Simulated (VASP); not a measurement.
# C in VASP: single point with PBE

Aim: the single point of C with PBE.

Program: VASP 6.6.1. These are calculated values, not measurements. Logs are shortened: lines on timing, memory, paths and dates and some standing lists are left out, and cuts for length are marked.

## (1) The cell of the first run

The cell holds a slab with vacuum, 2 atoms: a = 2.482 Å, b = 2.428 Å, c = 12.000 Å, α = 90.00°, β = 90.00°, γ = 120.74°.

## (2) Single point, PBE

INCAR

```
PREC = Accurate
ENCUT = 520
EDIFF = 1E-6
ISMEAR = 0
SIGMA = 0.02
LREAL = F
LASPH = T
NELM = 120
ALGO = Normal
ISIF = 2
LWAVE = F
LCHARG = T
GGA = PE
LELF = T
LVHAR = T
NBANDS = 11
GGA_COMPAT = F
NELMDL = -8
```

KPOINTS

```
Automatic mesh
0
Gamma
  8 8 1
  0.5 0.5 0
```

POSCAR

```
C
1.0
    2.4823000000      0.0000000000      0.0000000000
   -1.2411500000      2.0871212231      0.0000000000
    0.0000000000      0.0000000000     12.0000000000
C
2
Direct
    0.0000000000      0.0000000000      0.0000000000
    0.3333333333      0.6666666667      0.0000000000
```

Potentials or basis: VASP PAW PBE potentials, release 64 (C).

Command:

```sh
$ cat potpaw_PBE.64/C/POTCAR > POTCAR
$ mpirun -np 1 vasp_std > vasp.out
```

OUTCAR:

```text
PREC = Accurate
   ENCUT = 520
   EDIFF = 1E-6
   ISMEAR = 0
   LREAL = F
   LASPH = T
   NELM = 120
   ISIF = 2
   GGA = PE
   NELMDL = -8

 ion  position               nearest neighbor table
   1  0.000  0.000  0.000-   2 1.39   2 1.42   2 1.42
   2  0.333  0.667  0.000-   1 1.39   1 1.42   1 1.42

  Warning from LATTYP: Monoclinic adjustment (A1->A3, A2->A1, A3->A2)!
  LATTYP: Found a base centered orthorhombic cell.
 ALAT       =     2.4823000000
 B/A-ratio  =     1.6816027258
 C/A-ratio  =     4.8342263224

  Lattice vectors:

 A1 = (   1.2411500000,  -2.0871212231,   0.0000000000)
 A2 = (   1.2411500000,   2.0871212231,   0.0000000000)
 A3 = (   0.0000000000,   0.0000000000,  12.0000000000)

Analysis of symmetry for initial positions (statically):
=====================================================================
 Subroutine PRICEL returns:
 Original cell was already a primitive cell.

 Routine SETGRP: Setting up the symmetry group for a
 base centered orthorhombic supercell.

 Subroutine GETGRP returns: Found  8 space group operations
 (whereof  4 operations were pure point group operations)
 out of a pool of  8 trial point group operations.

The static configuration has the point symmetry C_2v.
 The point group associated with its full space group is D_2h.

Analysis of symmetry for dynamics (positions and initial velocities):
=====================================================================
 Subroutine PRICEL returns:
 Original cell was already a primitive cell.

 Routine SETGRP: Setting up the symmetry group for a
 base centered orthorhombic supercell.

 Subroutine GETGRP returns: Found  8 space group operations
 (whereof  4 operations were pure point group operations)
 out of a pool of  8 trial point group operations.

The dynamic configuration has the point symmetry C_2v.
 The point group associated with its full space group is D_2h.

 Subroutine INISYM returns: Found  8 space group operations
 (whereof  4 operations are pure point group operations),
 and found     1 'primitive' translations

----------------------------------------------------------------------------------------

                                     Primitive cell

  volume of cell :      62.1703

  direct lattice vectors                    reciprocal lattice vectors
     2.482300000  0.000000000  0.000000000     0.402852194  0.239564427  0.000000000
    -1.241150000  2.087121223  0.000000000     0.000000000  0.479128854  0.000000000
     0.000000000  0.000000000 12.000000000     0.000000000  0.000000000  0.083333333

  length of vectors
     2.482300000  2.428276822 12.000000000     0.468701402  0.479128854  0.083333333

  position of ions in fractional coordinates (direct lattice)
     0.000000000  0.000000000  0.000000000
     0.333333333  0.666666667  0.000000000

  ion indices of the primitive-cell ions
   primitive index   ion index
                 1           1
                 2           2

----------------------------------------------------------------------------------------

 KPOINTS: Automatic mesh

Automatic generation of k-mesh.
 Grid dimensions read from file:
 generate k-points for:    8    8    1

 Generating k-lattice:

  Cartesian coordinates                     Fractional coordinates (reciprocal lattice)
     0.050356524  0.029945553  0.000000000     0.125000000  0.000000000  0.000000000
     0.000000000  0.059891107  0.000000000     0.000000000  0.125000000  0.000000000
     0.000000000  0.000000000  0.083333333     0.000000000  0.000000000  1.000000000

  Length of vectors
     0.058587675  0.059891107  0.083333333

  Shift w.r.t. Gamma in fractional coordinates (k-lattice)
     0.500000000  0.500000000  0.000000000

 Subroutine IBZKPT returns following result:
 ===========================================

 Found     32 irreducible k-points:

 Following reciprocal coordinates:
            Coordinates               Weight
  0.062500  0.062500  0.000000      4.000000
  0.187500  0.062500  0.000000      4.000000
  0.312500  0.062500  0.000000      4.000000
  0.437500  0.062500  0.000000      4.000000
 -0.437500  0.062500  0.000000      4.000000
 -0.312500  0.062500  0.000000      4.000000
[... 16 lines left out ...]
 -0.187500  0.312500  0.000000      4.000000
 -0.062500  0.312500  0.000000      4.000000
 [... further k-points ...]
   k-points           NKPTS =     32   k-points in BZ     NKDIM =     32   number of bands    NBANDS=     11
   number of dos      NEDOS =    301   number of ions     NIONS =      2
   total plane-waves  NPLWV =  29160
   dimension x,y,z NGX =    18 NGY =   18 NGZ =   90
   dimension x,y,z NGXF=    36 NGYF=   36 NGZF=  180
   ions per type =               2
   NGX,Y,Z   is equivalent  to a cutoff of  12.06, 12.32, 12.47 a.u.
   NGXF,Y,Z  is equivalent  to a cutoff of  24.11, 24.65, 24.94 a.u.
 SYSTEM =  unknown system
   PREC   = accura    normal or accurate (medium, high low for compatibility)
   ISTART =      0    job   : 0-new  1-cont  2-samecut
   ICHARG =      2    charge: 1-file 2-atom 10-const
   ISPIN  =      1    spin polarized calculation?
   LNONCOLLINEAR =      F non collinear calculations
   LSORBIT =      F    spin-orbit coupling
   LASPH  =      T    aspherical Exc in radial PAW
   ENCUT  =  520.0 eV  38.22 Ry    6.18 a.u.   4.62  4.51 22.31*2*pi/ulx,y,z
   NELM   =    120;   NELMIN=  2; NELMDL= -8     # of ELM steps
   EDIFF  = 0.1E-05   stopping-criterion for ELM
   LREAL  =      F    real-space projection
   EDIFFG = 0.1E-04   stopping-criterion for IOM
   NSW    =      0    number of steps for IOM
   IBRION =     -1    ionic relax: 0-MD 1-quasi-New 2-CG
   NFREE  =      0    steps in history (QN), initial steepest desc. (CG)
   ISIF   =      2    stress and relaxation
   ISYM   =      2    0-nonsym 1-usesym 2-fastsym
   POTIM  = 0.5000    time-step for ionic-motion
   TEBEG  =    0.0;   TEEND  =   0.0 temperature during run
   PSTRESS=    0.0 pullay stress
   NELECT =       8.0000    total number of electrons
   NUPDOWN=      -1.0000    fix difference up-down
   EMIN   =  10.00;   EMAX   =-10.00  energy-range for DOS
   EFERMI =   0.00;   METHOD = LEGACY
   ISMEAR =     0;   SIGMA  =   0.02  broadening in eV -4-tet -1-fermi 0-gaus
   EFERMI_NEDOS =   21; number of points for ismear=-14 and -15
   IALGO  =     38    algorithm
   IMIX   =      4    mixing-type and parameters
     AMIX     =   0.40;   BMIX     =  1.00
     AMIX_MAG =   1.60;   BMIX_MAG =  1.00
  volume/ion in A,a.u.               =      31.09       209.77
  Fermi-wavevector in a.u.,A,eV,Ry     =   0.826502  1.561862  9.294209  0.683105
  Thomas-Fermi vector in A             =   1.938545
   LORBIT       =      0    0 simple, 1 ext, 2 COOP (PROOUT), +10 PAW based schemes
   GGA     = PE    functional components
   LHFCALC =     F    Hartree Fock is set to
   AEXX    =    0.0000 exact exchange contribution
   IVDW    =     0    specifies the selected vdW correction
   LEPSILON=     F    determine dielectric tensor
   LRPA    =     F    only Hartree local field effects (RPA)
 non-spin polarized calculation
 Gauss-broadening in eV      SIGMA  =   0.02
  energy-cutoff  :      520.00
  volume of cell :       62.17
 maximum number of plane-waves:      1697
   NGX =  9   NGY =  9   NGZ = 45

 number of electron       7.9999998 magnetization

 Free energy of the ion-electron system (eV)
  ---------------------------------------------------
  ext. energy  EPLUGINS =         0.00000000
  ---------------------------------------------------
  free energy    TOTEN  =       -18.41756038 eV

  energy without entropy =      -18.41756038  energy(sigma->0) =      -18.41756038

 E-fermi :  -2.0468     XC(G=0):  -3.5865

 val. band max:       -2.2078456094   @ k =   0.3125   0.3125   0.0000
 cond. band min:      -1.0842405264   @ k =   0.3125   0.3125   0.0000
 fundamental gap:      1.1236050831
 Fermi energy:        -2.0468131456

 k-point     1 :       0.0625    0.0625    0.0000
  band No.  band energies     occupation
      1     -21.0861      2.00000
      2      -9.0913      2.00000
      3      -5.7324      2.00000
      4      -5.2676      2.00000
      5       1.8714      0.00000
      6       3.0191      0.00000
      7       3.8634      0.00000
      8       6.9928      0.00000
      9       7.0456      0.00000
     10       7.6139      0.00000
     11       8.2374      0.00000

 k-point     2 :       0.1875    0.0625    0.0000
  band No.  band energies     occupation
      1     -20.1623      2.00000
      2      -8.4612      2.00000
      3      -7.9964      2.00000
      4      -6.5220      2.00000
      5       3.1394      0.00000
      6       4.2768      0.00000
      7       5.1392      0.00000
      8       6.4405      0.00000
      9       7.2701      0.00000
     10       8.2386      0.00000
     11       9.4890      0.00000

 k-point     3 :       0.3125    0.0625    0.0000
  band No.  band energies     occupation
      1     -18.5369      2.00000
      2     -11.7221      2.00000
      3      -7.6783      2.00000
      4      -6.1499      2.00000
      5       2.9445      0.00000
      6       5.4001      0.00000
      7       6.5719      0.00000
      8       6.9470      0.00000
      9       7.4633      0.00000
     10      10.3829      0.00000
     11      11.6904      0.00000

 k-point     4 :       0.4375    0.0625    0.0000
  band No.  band energies     occupation
      1     -16.3915      2.00000
      2     -14.6456      2.00000
      3      -8.2480      2.00000
      4      -4.2325      2.00000
      5       0.2066      0.00000
      6       6.7500      0.00000
      7       8.6394      0.00000
      8       9.7348      0.00000
      9      10.4490      0.00000
     10      10.7267      0.00000
     11      11.4939      0.00000
[... 239 lines left out ...]
 k-point    22 :      -0.3125    0.3125    0.0000
  band No.  band energies     occupation
      1     -19.0960      2.00000
      2     -10.8845      2.00000
      3      -7.1816      2.00000
      4      -6.7736      2.00000
      5       3.8916      0.00000
      6       4.6154      0.00000
      7       5.8130      0.00000
      8       6.5260      0.00000
      9       6.7912      0.00000
     10       9.6656      0.00000
     11      10.9323      0.00000

 k-point    23 :      -0.1875    0.3125    0.0000
  band No.  band energies     occupation
      1     -19.5933      2.00000
      2      -9.3582      2.00000
      3      -7.5400      2.00000
      4      -7.3283      2.00000
      5       3.9281      0.00000
      6       5.0006      0.00000
      7       5.3033      0.00000
      8       5.9349      0.00000
      9       8.1452      0.00000
     10       8.9647      0.00000
     11       9.8804      0.00000

 k-point    24 :      -0.0625    0.3125    0.0000
  band No.  band energies     occupation
      1     -19.3706      2.00000
      2      -9.7832      2.00000
      3      -7.5660      2.00000
      4      -7.0640      2.00000
      5       4.2335      0.00000
      6       4.8245      0.00000
      7       5.4034      0.00000
      8       6.1718      0.00000
      9       6.3931      0.00000
     10       9.2612      0.00000
     11      10.5542      0.00000

 [... further k-points ...]
[... 5 lines left out ...]
  --------------------------------------------------------------------------------------
  -------------------------------------------------------------------------------------
  Total       -0.2920698      2.8538685     -0.0108480      0.0000000      0.0000000      0.0000000
  in kB       -7.5268638     73.5463879     -0.2795618      0.0000000      0.0000000      0.0000000
  external PRESSURE =      21.9133208 kB  Pullay stress =       0.0000000 kB

 VOLUME and BASIS-vectors are now :
 -----------------------------------------------------------------------------
  energy-cutoff  :      520.00
  volume of cell :       62.17
      direct lattice vectors                 reciprocal lattice vectors
     2.482300000  0.000000000  0.000000000     0.402852194  0.239564427  0.000000000
    -1.241150000  2.087121223  0.000000000     0.000000000  0.479128854  0.000000000
     0.000000000  0.000000000 12.000000000     0.000000000  0.000000000  0.083333333

 POSITION                                       TOTAL-FORCE (eV/Angst)
 -----------------------------------------------------------------------------------
      0.00000      0.00000      0.00000         0.000000     -0.470035      0.000000
     -0.00000      1.39141      0.00000         0.000000      0.470035      0.000000
 -----------------------------------------------------------------------------------
    total drift:                                0.000000     -0.000000     -0.000000

  FREE ENERGIE OF THE ION-ELECTRON SYSTEM (eV)
  ---------------------------------------------------
  free  energy   TOTEN  =       -18.4175603767 eV

  energy  without entropy=      -18.4175603767  energy(sigma->0) =      -18.41756038
```

Run time: 39 s. Hardware: 1 thread of Intel Xeon Platinum 8259CL at 2.50GHz (Skylake/Cascade Lake), shared host; peak memory 0.16 GiB.

Results:

```
Free energy            : -18.4176 eV
Largest force          : 0.470 eV/Å
Band gap on the k mesh : 1.12 eV, direct
```

Forces on the atoms (eV/Å):
```
C    0.000 -0.470  0.000
C    0.000  0.470  0.000
```
